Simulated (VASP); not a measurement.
# Hf (Fd-3m) in VASP: further runs, part 3 of 3

VASP 6.6.1. The steps go on from the part before.

## 6. Single point, BLYP (volume scaled by 1.08)

The input, INCAR:

```
AGGAC = 1.0
AGGAX = 1.0
ALDAC = 0.0
ALDAX = 1.0
ALGO = Normal
EDIFF = 1E-6
ENCUT = 520
GGA = B5
ISIF = 2
ISMEAR = -1
LASPH = T
LCHARG = F
LREAL = F
LWAVE = F
NBANDS = 17
NELM = 60
PREC = Accurate
SIGMA = 0.1
```

The input, KPOINTS:

```
k-points
0
Gamma
  9 9 9
```

The input, POSCAR:

```
Hf
1.0
    0.0000000000      3.4315641389      3.4315641389
    3.4315641389      0.0000000000      3.4315641389
    3.4315641389      3.4315641389      0.0000000000
Hf
2
Direct
    0.1250000000      0.1250000000      0.1250000000
    0.8750000000      0.8750000000      0.8750000000
```

Potentials or basis: VASP PAW PBE potentials, release 64 (Hf_pv).

Launch:

```bash
$ cat potpaw_PBE.64/Hf_pv/POTCAR > POTCAR
$ mpirun -np 1 vasp_std > vasp.out
```

OUTCAR:

```text
EDIFF = 1E-6
   ENCUT = 520
   GGA = B5
   ISIF = 2
   ISMEAR = -1
   LASPH = T
   LREAL = F
   NELM = 60
   PREC = Accurate

 ion  position               nearest neighbor table
   1  0.125  0.125  0.125-   2 2.97   2 2.97   2 2.97   2 2.97
   2  0.875  0.875  0.875-   1 2.97   1 2.97   1 2.97   1 2.97

  LATTYP: Found a face centered cubic cell.
 ALAT       =     6.8631282778

  Lattice vectors:

 A1 = (   0.0000000000,   3.4315641389,   3.4315641389)
 A2 = (   3.4315641389,   0.0000000000,   3.4315641389)
 A3 = (   3.4315641389,   3.4315641389,   0.0000000000)

Analysis of symmetry for initial positions (statically):
=====================================================================
 Subroutine PRICEL returns:
 Original cell was already a primitive cell.

 Routine SETGRP: Setting up the symmetry group for a
 face centered cubic supercell.

 Subroutine GETGRP returns: Found 48 space group operations
 (whereof 12 operations were pure point group operations)
 out of a pool of 48 trial point group operations.

The static configuration has the point symmetry D_3d.
 The point group associated with its full space group is O_h .

Analysis of symmetry for dynamics (positions and initial velocities):
=====================================================================
 Subroutine PRICEL returns:
 Original cell was already a primitive cell.

 Routine SETGRP: Setting up the symmetry group for a
 face centered cubic supercell.

 Subroutine GETGRP returns: Found 48 space group operations
 (whereof 12 operations were pure point group operations)
 out of a pool of 48 trial point group operations.

The dynamic configuration has the point symmetry D_3d.
 The point group associated with its full space group is O_h .

 Subroutine INISYM returns: Found 48 space group operations
[... 104 lines left out ...]
   ISYM   =      2    0-nonsym 1-usesym 2-fastsym
   POTIM  = 0.5000    time-step for ionic-motion
   TEBEG  =    0.0;   TEEND  =   0.0 temperature during run
   PSTRESS=    0.0 pullay stress
   NELECT =      20.0000    total number of electrons
   NUPDOWN=      -1.0000    fix difference up-down
   EMIN   =  10.00;   EMAX   =-10.00  energy-range for DOS
   EFERMI =   0.00;   METHOD = LEGACY
   ISMEAR =    -1;   SIGMA  =   0.10  broadening in eV -4-tet -1-fermi 0-gaus
   EFERMI_NEDOS =   21; number of points for ismear=-14 and -15
   IALGO  =     38    algorithm
   IMIX   =      4    mixing-type and parameters
     AMIX     =   0.40;   BMIX     =  1.00
     AMIX_MAG =   1.60;   BMIX_MAG =  1.00
  volume/ion in A,a.u.               =      40.41       272.69
  Fermi-wavevector in a.u.,A,eV,Ry     =   1.027818  1.942294 14.373317  1.056409
  Thomas-Fermi vector in A             =   2.161782
   LORBIT       =      0    0 simple, 1 ext, 2 COOP (PROOUT), +10 PAW based schemes
   GGA     = B5    functional components
   LHFCALC =     F    Hartree Fock is set to
   AEXX    =    0.0000 exact exchange contribution
   IVDW    =     0    specifies the selected vdW correction
   LEPSILON=     F    determine dielectric tensor
   LRPA    =     F    only Hartree local field effects (RPA)
 non-spin polarized calculation
  energy-cutoff  :      520.00
  volume of cell :       80.82
 maximum number of plane-waves:      2195
   NGX = 17   NGY = 17   NGZ = 17

 number of electron      20.0000003 magnetization

 Free energy of the ion-electron system (eV)
  ---------------------------------------------------
  ext. energy  EPLUGINS =         0.00000000
  ---------------------------------------------------
  free energy    TOTEN  =       -12.87341438 eV

  energy without entropy =      -12.69173252  energy(sigma->0) =      -12.78257345

 E-fermi :   1.4679     XC(G=0):  -7.8803

 val. band max:        1.4390832580   @ k =   0.3333   0.1111   0.0000
 cond. band min:       1.4696127354   @ k =  -0.2222   0.2222   0.0000
 fundamental gap:      0.0305294774
 Fermi energy:         1.4679254261

 k-point     1 :       0.0000    0.0000    0.0000
  band No.  band energies     occupation
      1     -29.4641      2.00000
      2     -29.4641      2.00000
      3     -29.4641      2.00000
      4     -29.0723      2.00000
      5     -29.0723      2.00000
      6     -29.0723      2.00000
[... 457 lines left out ...]
      4     -29.2396      2.00000
      5     -28.9926      2.00000
      6     -28.9926      2.00000
[... 9 lines left out ...]
     16       4.3859      0.00000
     17       5.8993      0.00000

 [... further k-points ...]
[... 5 lines left out ...]
  --------------------------------------------------------------------------------------
  -------------------------------------------------------------------------------------
  Total       -1.0185145     -1.0185145     -1.0185145     -0.0000000      0.0000000      0.0000000
  in kB      -20.1916329    -20.1916329    -20.1916329     -0.0000000      0.0000000      0.0000000
  external PRESSURE =     -20.1916329 kB  Pullay stress =       0.0000000 kB

 VOLUME and BASIS-vectors are now :
 -----------------------------------------------------------------------------
  energy-cutoff  :      520.00
  volume of cell :       80.82
      direct lattice vectors                 reciprocal lattice vectors
     0.000000000  3.431564139  3.431564139    -0.145706150  0.145706150  0.145706150
     3.431564139  0.000000000  3.431564139     0.145706150 -0.145706150  0.145706150
     3.431564139  3.431564139  0.000000000     0.145706150  0.145706150 -0.145706150

 POSITION                                       TOTAL-FORCE (eV/Angst)
 -----------------------------------------------------------------------------------
      0.85789      0.85789      0.85789         0.000000      0.000000      0.000000
      6.00524      6.00524      6.00524        -0.000000     -0.000000     -0.000000
 -----------------------------------------------------------------------------------
    total drift:                                0.000000      0.000000      0.000000

  FREE ENERGIE OF THE ION-ELECTRON SYSTEM (eV)
  ---------------------------------------------------
  free  energy   TOTEN  =       -12.8734143841 eV

  energy  without entropy=      -12.6917325187  energy(sigma->0) =      -12.78257345
```

Wall time 44 s (1 thread of Intel Xeon Platinum 8259CL at 2.50GHz (Skylake/Cascade Lake), shared host); peak memory 0.21 GiB.

Results:

```
Free energy            : -12.8734 eV
Pressure               : -2.0 GPa
Band gap on the k mesh : zero (band 10 reaches 1.68 eV, above the bottom of band 11 at 1.22 eV)
```

Levels at points of the mesh, in eV from the Fermi level:
| k point | band 8 | band 9 | band 10 | band 11 | band 12 | band 13 |
| --- | --- | --- | --- | --- | --- | --- |
| (0.00, 0.00, 0.00) | -0.17 | -0.17 | 0.09 | 0.09 | 0.09 | 1.77 |

Caveat: the PAW data sets were made with another functional, which shifts forces and pressure a little; spin-orbit coupling is left out, which moves the levels of the heavy elements.

## 7. Summary

| cell | gap on the mesh (eV) | pressure (GPa) |
| --- | --- | --- |
| a = 4.666 Å, angles 60.0°, 2 atoms | none | 1.1 |
| a = 4.730 Å, angles 60.0°, 2 atoms | none | -0.1 |
| a = 4.792 Å, angles 60.0°, 2 atoms | none | -1.1 |
| a = 4.853 Å, angles 60.0°, 2 atoms | none | -2.0 |

Alike in all rows: task single point; level BLYP; potentials or basis VASP PAW PBE potentials, release 64 (Hf_pv); no spin polarisation; k mesh 9 × 9 × 9; cutoff (eV) 520; smearing fermi-dirac 0.1 eV.

Caveats: the PAW data sets were made with another functional, which shifts forces and pressure a little; spin-orbit coupling is left out, which moves the levels of the heavy elements.

Total energies depend on the potentials used, so only differences within one code and one set of settings carry meaning.
